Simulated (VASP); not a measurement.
Write the native input for VASP 6.6.1 that does the following.

| Item | Value |
| --- | --- |
| Task | single point |
| Functional | LDA |
| Potentials or basis | VASP PAW LDA potentials, release 64 (Cl, H, Si) |
| Cutoff | 520 eV |
| k mesh | 1 × 1 × 1 |
| Occupations | fermi-dirac, width 0.05 eV |
| Spin | no spin polarisation |
| Dipole correction | no |
| Further INCAR settings | LREAL = Auto; ALGO = Normal; EDIFF = 1e-06; NBANDS = 52 |

The structure of SiH5Cl lies in POSCAR:

```
SiH5Cl
1.0
    7.7059940000      0.0000000000      0.0000000000
    0.0000000000      7.7059940000      0.0000000000
    0.0000000000      0.0000000000      7.7059940000
Cl H Si
4 20 4
Direct
    0.7277322043      0.4933562108      0.8412542237
    0.2577214568      0.5129643236      0.6784718493
    0.6703223491      0.2042695595      0.1508046853
    0.3757205106      0.9248514857      0.9120043436
    0.7052951248      0.6138857622      0.9741118407
    0.1552557658      0.3630161145      0.6581759602
    0.8269017599      0.2484559422      0.0851934222
    0.4960424314      0.8205430734      0.9435641917
    0.1848690772      0.2817546964      0.0127173730
    0.2733456579      0.4179863104      0.2542825754
    0.0998832857      0.6064110613      0.0431612067
   -0.0088242996      0.3608489703      0.2181808083
    0.0106929748      0.8104859672      0.4371791621
    0.1779913143      0.9637173348      0.1799378510
    0.2907217421      0.9634577966      0.4838830656
    0.3107191623      0.7106416122      0.3508048410
    0.7126011258      0.8156767316      0.6338053209
    0.9642234344      1.0126143363      0.7045035332
    0.7934862135      0.9649760952      0.9790171132
    0.9649890721      0.7394244013      0.8024532591
    0.6771611813      0.8354665213      0.3823646891
    0.6388792932      0.5506233200      0.2798730443
    0.5873090480      0.7808337250      0.0756164617
    0.8750590774      0.7391648631      0.1685311460
    0.1495199711      0.4298472073      0.1152479485
    0.1968078356      0.8646775484      0.3459644531
    0.8312100944      0.8789261969      0.8048539877
    0.7133537867      0.7220872479      0.2480536580
```

The input as run:

INCAR

```
SYSTEM = SiH5Cl
  PREC = Accurate
  ENCUT = 520
  EDIFF = 1E-6
  ISMEAR = -1
  SIGMA = 0.05
  LREAL = Auto
  LASPH = .True.
  NELM = 80
  ALGO = Normal
  ISIF = 2
  LWAVE = .False.
  LCHARG = .False.
  GGA = CA
  NBANDS = 52
```

KPOINTS

```
Automatic mesh
0
Gamma
  1 1 1
  0 0 0
```

Potentials or basis: VASP PAW LDA potentials, release 64 (Cl, H, Si).

Launch:

```sh
$ cat potpaw_LDA.64/Cl/POTCAR potpaw_LDA.64/H/POTCAR potpaw_LDA.64/Si/POTCAR > POTCAR
$ mpirun -np 1 vasp_gam > vasp.out
```

It gave:

| Property | Result |
| --- | --- |
| Pressure | -0.2 GPa |
| Largest force | 3.798 eV/Å |
| Band gap on the k mesh | 4.20 eV |

Caveat: the k points lie up to 0.82 Å⁻¹ apart.

Run time: 19 s on 1 thread of AMD EPYC 9R45 96-Core Processor (Zen 5), on a shared host, peak memory 0.31 GiB.
